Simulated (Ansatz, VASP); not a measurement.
# Two plane-wave programs on Si2Mo

```xyz
3
Lattice="-1.6000 1.6000 3.8519 1.6000 -1.6000 3.8519 1.6000 1.6000 -3.8519" Properties=species:S:1:pos:R:3 pbc="T T T"
Si    0.0000    0.0000    2.5781
Si    0.0000    0.0000    5.1257
Mo    0.0000    0.0000    0.0000
```

Change from the starting cell: z stretched by -2 %, ions relaxed.

Alike in both runs: functional PBE; k mesh 20 × 20 × 20; occupations fermi-dirac, width 0.05 eV; no spin polarisation.

Ansatz relaxed the structure, and its values are those at the end. VASP's run is a single point on that final structure, the one shown.

|  | VASP | Ansatz |
| --- | --- | --- |
| version | VASP 6.6.1 | Ansatz 0.2.0 |
| potentials or method | VASP PAW PBE potentials, release 64 (Si, Mo_sv) | plane-wave PAW, scalar-relativistic |
| plane-wave cutoff (eV) | 520 | 420 |
| valence electrons in the cell | 22 | 22 |

Ansatz gave:

| Item | Value |
| --- | --- |
| pressure (GPa) | 7.5 |
| rms of the force components (eV/Å) | 0.005 |

What did VASP give for the same quantities?

Pressure (GPa): 7.7; rms of the force components (eV/Å): 0.007.

Ansatz's warnings: stress scf threshold loose.
